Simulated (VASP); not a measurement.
Set up this calculation in VASP 6.6.1, as the native input.

| Property | Result |
| --- | --- |
| Task | single point |
| Functional | PBE |
| Potentials or basis | VASP PAW PBE potentials, release 64 (Co, Al) |
| Cutoff | 520 eV |
| k mesh | 15 × 15 × 15 |
| Occupations | fermi-dirac, width 0.08 eV |
| Spin | no spin polarisation |
| Dipole correction | no |
| Further INCAR settings | ALGO = Normal; EDIFF = 1e-06; NBANDS = 13 |

The structure of AlCo (CsCl type) lies in POSCAR:

```
AlCo
1.0
    2.6795088524      0.0000000000      0.0000000000
    0.0000000000      2.6795088524      0.0000000000
    0.0000000000      0.0000000000      2.6795088524
Co Al
1 1
Direct
    0.0000000000      0.0000000000      0.0000000000
    0.5000000000      0.5000000000      0.5000000000
```

These files were run (other wordings do the same):

INCAR

```
  ALGO = Normal
  EDIFF = 1E-6
  ENCUT = 520
  GGA = PE
  ISIF = 2
  ISMEAR = -1
  LASPH = T
  LCHARG = F
  LREAL = F
  LWAVE = F
  NBANDS = 13
  NELM = 80
  PREC = Accurate
  SIGMA = 0.08
```

KPOINTS

```
k-points
0
Gamma
  15 15 15
```

Potentials or basis: VASP PAW PBE potentials, release 64 (Co, Al).

Command:

```bash
$ cat potpaw_PBE.64/Co/POTCAR potpaw_PBE.64/Al/POTCAR > POTCAR
$ mpirun -np 1 vasp_std > vasp.out
```

It gave:

The pressure is 49.9 GPa and the band gap on the k mesh is zero (band 6 reaches 15.21 eV, above the bottom of band 7 at 13.04 eV).

Run time: 24 s on 1 thread of Intel Xeon 8259CL, on a shared host, peak memory 0.15 GiB.
